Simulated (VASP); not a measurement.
Write the native input for VASP 6.6.1 that does the following.

* Task: G0W0 quasiparticle levels
* Functional: PBE
* Potentials or basis: VASP PAW PBE potentials, release 64 (B_GW, N_GW)
* Cutoff: 500 eV
* k mesh: 2 × 2 × 2
* Occupations: gaussian, width 0.01 eV
* Spin: no spin polarisation
* Dipole correction: no
* GW scheme: G0W0
* GW iterations: 1
* Cutoff of the response function: 113.3
* Frequency points: 48
* Empty bands: 55
* Further INCAR settings: ALGO = EVGW0; EDIFF = 1e-08; NBANDS = 59

The system is BN.

```
B N
1.0
     0.00000    1.80800    1.80800
     1.80800    0.00000    1.80800
     1.80800    1.80800    0.00000
B N
1 1
Direct
  0.00000 0.00000 0.00000
  0.25000 0.25000 0.25000
```

One way to write it, as run:

POSCAR

```
BN
1.0
    0.0000000000      1.8080000000      1.8080000000
    1.8080000000      0.0000000000      1.8080000000
    1.8080000000      1.8080000000      0.0000000000
B N
1 1
Direct
    0.0000000000      0.0000000000      0.0000000000
    0.2500000000      0.2500000000      0.2500000000
```

INCAR.step1

```
SYSTEM = BN
  PREC = Accurate
  ENCUT = 500
  EDIFF = 1E-8
  ISMEAR = 0
  SIGMA = 0.01
  LREAL = .FALSE.
  LASPH = .TRUE.
  NELM = 100
  ALGO = Normal
  LWAVE = .TRUE.
  LCHARG = .FALSE.
  GGA = PE
```

INCAR.step2

```
SYSTEM = BN
  PREC = Accurate
  ENCUT = 500
  EDIFF = 1E-8
  ISMEAR = 0
  SIGMA = 0.01
  LREAL = .FALSE.
  LASPH = .TRUE.
  NELM = 1
  ALGO = Exact
  LWAVE = .TRUE.
  LCHARG = .FALSE.
  GGA = PE
  NBANDS = 59
  LOPTICS = .TRUE.
  ISTART = 1
```

INCAR.step3

```
SYSTEM = BN
  PREC = Accurate
  ENCUT = 500
  EDIFF = 1E-8
  ISMEAR = 0
  SIGMA = 0.01
  LREAL = .FALSE.
  LASPH = .TRUE.
  ALGO = EVGW0
  LWAVE = .FALSE.
  LCHARG = .FALSE.
  GGA = PE
  NELMGW = 1
  NBANDS = 59
  ENCUTGW = 113.3
  NOMEGA = 48
  PRECFOCK = Fast
  ISTART = 1
  NBANDSGW = 12
```

KPOINTS

```
regular mesh
0
G
  2 2 2
  0 0 0
```

Potentials or basis: VASP PAW PBE potentials, release 64 (B_GW, N_GW).

Launch:

```bash
$ cat potpaw_PBE.64/B_GW/POTCAR potpaw_PBE.64/N_GW/POTCAR > POTCAR
$ cp INCAR.step1 INCAR
$ mpirun -np 1 vasp_std > vasp.out
$ cp INCAR.step2 INCAR
$ mpirun -np 1 vasp_std > vasp.out
$ cp INCAR.step3 INCAR
$ mpirun -np 1 vasp_std > vasp.out
```

It gave:

* Band gap on the k mesh, mean-field level: 4.09 eV, indirect (least direct gap 8.39 eV)
* Quasiparticle gap: 4.94 eV
* Least direct quasiparticle gap: 10.00 eV

Caveat: the k points lie up to 1.50 Å⁻¹ apart; bands, screening cutoff and mesh are small and nothing is extrapolated, so the quasiparticle values aren't converged.

Wall time 5.1 s on 1 thread of Intel(R) Xeon(R) Platinum 8488C (Sapphire Rapids), with other jobs on the host, peak memory 0.12 GiB.
